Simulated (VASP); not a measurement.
# AlNi (Pm-3m) in VASP: further runs

AlNi is run at these levels: PBE; tasks: single point.

Everything below comes from runs of VASP 6.6.1. Logs are shortened: lines on timing, memory, paths and dates and some standing lists are left out, and cuts for length are marked.

### 1 The cell of the first run

The structure is cubic, space group Pm-3m (No. 221). Conventional cell: a = 2.893 Å, b = 2.893 Å, c = 2.893 Å, α = 90.00°, β = 90.00°, γ = 90.00°. Al (site symmetry m-3m) has 8 Ni at 2.51 Å and 6 Al at 2.89 Å within 3.3 Å. Ni (site symmetry m-3m) has 8 Al at 2.51 Å and 6 Ni at 2.89 Å within 3.3 Å.

### 2 Single point, PBE

The input, INCAR:

```
ALGO = Fast
EDIFF = 1E-7
ENCUT = 520
GGA = PE
ISIF = 2
ISMEAR = 0
LASPH = True
LCHARG = True
LELF = True
LREAL = False
LVHAR = True
LWAVE = False
NBANDS = 14
NELM = 60
PREC = Accurate
SIGMA = 0.1
```

The input, KPOINTS:

```
k-points
0
Gamma
  14 14 14
```

The input, POSCAR:

```
AlNi
1.0
    2.8930919372      0.0000000000      0.0000000000
    0.0000000000      2.8930919372      0.0000000000
    0.0000000000      0.0000000000      2.8930919372
Al Ni
1 1
Direct
    0.5000000000      0.5000000000      0.5000000000
    0.0000000000      0.0000000000      0.0000000000
```

Potentials or basis: VASP PAW PBE potentials, release 64 (Al, Ni).

Run with:

```bash
cat potpaw_PBE.64/Al/POTCAR potpaw_PBE.64/Ni/POTCAR > POTCAR
mpirun -np 1 vasp_std > vasp.out
```

OUTCAR:

```text
EDIFF = 1E-7
   ENCUT = 520
   GGA = PE
   ISIF = 2
   ISMEAR = 0
   LASPH = True
   LREAL = False
   NELM = 60
   PREC = Accurate

 ion  position               nearest neighbor table
   1  0.500  0.500  0.500-   2 2.51   2 2.51   2 2.51   2 2.51   2 2.51   2 2.51   2 2.51   2 2.51

   2  0.000  0.000  0.000-   1 2.51   1 2.51   1 2.51   1 2.51   1 2.51   1 2.51   1 2.51   1 2.51

  LATTYP: Found a simple cubic cell.
 ALAT       =     2.8930919372

  Lattice vectors:

 A1 = (   2.8930919372,   0.0000000000,   0.0000000000)
 A2 = (   0.0000000000,   2.8930919372,   0.0000000000)
 A3 = (   0.0000000000,   0.0000000000,   2.8930919372)

Analysis of symmetry for initial positions (statically):
=====================================================================
 Subroutine PRICEL returns:
 Original cell was already a primitive cell.

 Routine SETGRP: Setting up the symmetry group for a
 simple cubic supercell.

 Subroutine GETGRP returns: Found 48 space group operations
 (whereof 48 operations were pure point group operations)
 out of a pool of 48 trial point group operations.

The static configuration has the point symmetry O_h .

Analysis of symmetry for dynamics (positions and initial velocities):
=====================================================================
 Subroutine PRICEL returns:
 Original cell was already a primitive cell.

 Routine SETGRP: Setting up the symmetry group for a
 simple cubic supercell.

 Subroutine GETGRP returns: Found 48 space group operations
 (whereof 48 operations were pure point group operations)
 out of a pool of 48 trial point group operations.

The dynamic configuration has the point symmetry O_h .

 Subroutine INISYM returns: Found 48 space group operations
 (whereof 48 operations are pure point group operations),
 and found     1 'primitive' translations

----------------------------------------------------------------------------------------

                                     Primitive cell

  volume of cell :      24.2151

  direct lattice vectors                    reciprocal lattice vectors
     2.893091937  0.000000000  0.000000000     0.345650958  0.000000000  0.000000000
     0.000000000  2.893091937  0.000000000     0.000000000  0.345650958  0.000000000
     0.000000000  0.000000000  2.893091937     0.000000000  0.000000000  0.345650958

  length of vectors
     2.893091937  2.893091937  2.893091937     0.345650958  0.345650958  0.345650958

  position of ions in fractional coordinates (direct lattice)
     0.500000000  0.500000000  0.500000000
     0.000000000  0.000000000  0.000000000

  ion indices of the primitive-cell ions
   primitive index   ion index
                 1           1
                 2           2

----------------------------------------------------------------------------------------

 KPOINTS: k-points

Automatic generation of k-mesh.
 Grid dimensions read from file:
 generate k-points for:   14   14   14

 Generating k-lattice:

  Cartesian coordinates                     Fractional coordinates (reciprocal lattice)
     0.024689354  0.000000000  0.000000000     0.071428571  0.000000000  0.000000000
     0.000000000  0.024689354  0.000000000     0.000000000  0.071428571  0.000000000
     0.000000000  0.000000000  0.024689354     0.000000000  0.000000000  0.071428571

  Length of vectors
     0.024689354  0.024689354  0.024689354

  Shift w.r.t. Gamma in fractional coordinates (k-lattice)
     0.000000000  0.000000000  0.000000000

 Subroutine IBZKPT returns following result:
 ===========================================

 Found    120 irreducible k-points:

 Following reciprocal coordinates:
            Coordinates               Weight
  0.000000  0.000000  0.000000      1.000000
  0.071429  0.000000  0.000000      6.000000
  0.142857  0.000000  0.000000      6.000000
  0.214286  0.000000  0.000000      6.000000
  0.285714  0.000000  0.000000      6.000000
  0.357143  0.000000  0.000000      6.000000
[... 16 lines left out ...]
  0.285714  0.214286  0.000000     24.000000
  0.357143  0.214286  0.000000     24.000000
 [... further k-points ...]
   k-points           NKPTS =    120   k-points in BZ     NKDIM =    120   number of bands    NBANDS=     14
   number of dos      NEDOS =    301   number of ions     NIONS =      2
   total plane-waves  NPLWV =  13824
   dimension x,y,z NGX =    24 NGY =   24 NGZ =   24
   dimension x,y,z NGXF=    48 NGYF=   48 NGZF=   48
   ions per type =               1   1
   NGX,Y,Z   is equivalent  to a cutoff of  13.79, 13.79, 13.79 a.u.
   NGXF,Y,Z  is equivalent  to a cutoff of  27.58, 27.58, 27.58 a.u.
 SYSTEM =  unknown system
   PREC   = accura    normal or accurate (medium, high low for compatibility)
   ISTART =      0    job   : 0-new  1-cont  2-samecut
   ICHARG =      2    charge: 1-file 2-atom 10-const
   ISPIN  =      1    spin polarized calculation?
   LNONCOLLINEAR =      F non collinear calculations
   LSORBIT =      F    spin-orbit coupling
   LASPH  =      T    aspherical Exc in radial PAW
   ENCUT  =  520.0 eV  38.22 Ry    6.18 a.u.   5.38  5.38  5.38*2*pi/ulx,y,z
   NELM   =     60;   NELMIN=  2; NELMDL= -5     # of ELM steps
   EDIFF  = 0.1E-06   stopping-criterion for ELM
   LREAL  =      F    real-space projection
   EDIFFG = 0.1E-05   stopping-criterion for IOM
   NSW    =      0    number of steps for IOM
   IBRION =     -1    ionic relax: 0-MD 1-quasi-New 2-CG
   NFREE  =      0    steps in history (QN), initial steepest desc. (CG)
   ISIF   =      2    stress and relaxation
   ISYM   =      2    0-nonsym 1-usesym 2-fastsym
   POTIM  = 0.5000    time-step for ionic-motion
   TEBEG  =    0.0;   TEEND  =   0.0 temperature during run
   PSTRESS=    0.0 pullay stress
   NELECT =      13.0000    total number of electrons
   NUPDOWN=      -1.0000    fix difference up-down
   EMIN   =  10.00;   EMAX   =-10.00  energy-range for DOS
   EFERMI =   0.00;   METHOD = LEGACY
   ISMEAR =     0;   SIGMA  =   0.10  broadening in eV -4-tet -1-fermi 0-gaus
   EFERMI_NEDOS =   21; number of points for ismear=-14 and -15
   IALGO  =     68    algorithm
   IMIX   =      4    mixing-type and parameters
     AMIX     =   0.40;   BMIX     =  1.00
     AMIX_MAG =   1.60;   BMIX_MAG =  1.00
  volume/ion in A,a.u.               =      12.11        81.71
  Fermi-wavevector in a.u.,A,eV,Ry     =   1.330537  2.514351 24.086794  1.770329
  Thomas-Fermi vector in A             =   2.459617
   LORBIT       =      0    0 simple, 1 ext, 2 COOP (PROOUT), +10 PAW based schemes
   GGA     = PE    functional components
   LHFCALC =     F    Hartree Fock is set to
   AEXX    =    0.0000 exact exchange contribution
   IVDW    =     0    specifies the selected vdW correction
   LEPSILON=     F    determine dielectric tensor
   LRPA    =     F    only Hartree local field effects (RPA)
 non-spin polarized calculation
 RMM-DIIS sequential band-by-band and
 Gauss-broadening in eV      SIGMA  =   0.10
  energy-cutoff  :      520.00
  volume of cell :       24.22
 maximum number of plane-waves:       672
 NGX is ok and might be reduce to    24
   NGX = 11   NGY = 11   NGZ = 11

 number of electron      13.0000013 magnetization

 Free energy of the ion-electron system (eV)
  ---------------------------------------------------
  ext. energy  EPLUGINS =         0.00000000
  ---------------------------------------------------
  free energy    TOTEN  =       -10.53957630 eV

  energy without entropy =      -10.53444195  energy(sigma->0) =      -10.53700913

 E-fermi :   9.8312     XC(G=0): -11.9880

 val. band max:        9.8205570081   @ k =   0.3571   0.1429   0.1429
 cond. band min:       9.8656074413   @ k =   0.3571   0.2857   0.0714
 fundamental gap:      0.0450504332
 Fermi energy:         9.8311534079

 k-point     1 :       0.0000    0.0000    0.0000
  band No.  band energies     occupation
      1      -1.1854      2.00000
      2       6.6957      2.00000
      3       6.6957      2.00000
      4       8.3465      2.00000
      5       8.3465      2.00000
      6       8.3465      2.00000
      7      15.3075      0.00000
      8      15.3075      0.00000
      9      15.3075      0.00000
     10      17.9453      0.00000
     11      17.9453      0.00000
     12      23.3789      0.00000
     13      30.6419      0.00000
     14      30.6419      0.00000

 k-point     2 :       0.0714    0.0000    0.0000
  band No.  band energies     occupation
      1      -1.0923      2.00000
      2       6.6884      2.00000
      3       6.7174      2.00000
      4       8.3063      2.00000
      5       8.3063      2.00000
      6       8.3507      2.00000
      7      14.3387      0.00000
      8      15.4306      0.00000
      9      15.4306      0.00000
     10      17.9519      0.00000
     11      18.8155      0.00000
     12      23.7110      0.00000
     13      29.5749      0.00000
     14      29.5751      0.00000

 k-point     3 :       0.1429    0.0000    0.0000
  band No.  band energies     occupation
      1      -0.8141      2.00000
      2       6.6422      2.00000
      3       6.7788      2.00000
      4       8.1979      2.00000
      5       8.1979      2.00000
      6       8.3626      2.00000
      7      12.7511      0.00000
      8      15.7887      0.00000
      9      15.7887      0.00000
     10      17.9713      0.00000
     11      20.0538      0.00000
     12      24.7762      0.00000
     13      27.8404      0.00000
     14      27.8404      0.00000
[... 324 lines left out ...]
 k-point    23 :       0.2857    0.2143    0.0000
  band No.  band energies     occupation
      1       1.0632      2.00000
      2       6.3523      2.00000
      3       6.8942      2.00000
      4       7.6292      2.00000
      5       7.9463      2.00000
      6       8.1405      2.00000
      7      10.5457      0.00000
      8      12.9228      0.00000
      9      18.0597      0.00000
     10      18.7068      0.00000
     11      21.3136      0.00000
     12      25.0298      0.00000
     13      25.5999      0.00000
     14      27.1129      0.00000

 k-point    24 :       0.3571    0.2143    0.0000
  band No.  band energies     occupation
      1       1.8255      2.00000
      2       5.6757      2.00000
      3       7.0620      2.00000
      4       7.5849      2.00000
      5       7.8285      2.00000
      6       8.1601      2.00000
      7       9.7524      1.73459
      8      13.5531      0.00000
      9      17.6338      0.00000
     10      18.9162      0.00000
     11      21.3045      0.00000
     12      23.5808      0.00000
     13      25.8281      0.00000
     14      27.3086      0.00000

 [... further k-points ...]

------------------------ aborting loop because EDIFF is reached ----------------------------------------

  FORCE on cell =-STRESS in cart. coord.  units (eV):
  Direction    XX          YY          ZZ          XY          YZ          ZX
  --------------------------------------------------------------------------------------
  -------------------------------------------------------------------------------------
  Total       -0.0223092     -0.0223092     -0.0223092     -0.0000000     -0.0000000      0.0000000
  in kB       -1.4760701     -1.4760701     -1.4760701     -0.0000000     -0.0000000      0.0000000
  external PRESSURE =      -1.4760701 kB  Pullay stress =       0.0000000 kB

 VOLUME and BASIS-vectors are now :
 -----------------------------------------------------------------------------
  energy-cutoff  :      520.00
  volume of cell :       24.22
      direct lattice vectors                 reciprocal lattice vectors
     2.893091937  0.000000000  0.000000000     0.345650958  0.000000000  0.000000000
     0.000000000  2.893091937  0.000000000     0.000000000  0.345650958  0.000000000
     0.000000000  0.000000000  2.893091937     0.000000000  0.000000000  0.345650958

 POSITION                                       TOTAL-FORCE (eV/Angst)
 -----------------------------------------------------------------------------------
      1.44655      1.44655      1.44655         0.000000      0.000000      0.000000
      0.00000      0.00000      0.00000         0.000000      0.000000      0.000000
 -----------------------------------------------------------------------------------
    total drift:                               -0.000000      0.000000      0.000000

  FREE ENERGIE OF THE ION-ELECTRON SYSTEM (eV)
  ---------------------------------------------------
  free  energy   TOTEN  =       -10.5395763045 eV

  energy  without entropy=      -10.5344419509  energy(sigma->0) =      -10.53700913
```

Run time: 43 s. Hardware: 1 thread of Intel Xeon 8259CL, shared host; peak memory 0.17 GiB.

Results:

* Free energy: -10.5396 eV
* Pressure: -0.1 GPa
* Band gap on the k mesh: zero (an odd number of electrons rules out a gap without spin polarisation)

(Part 1 of 2 ends here.)
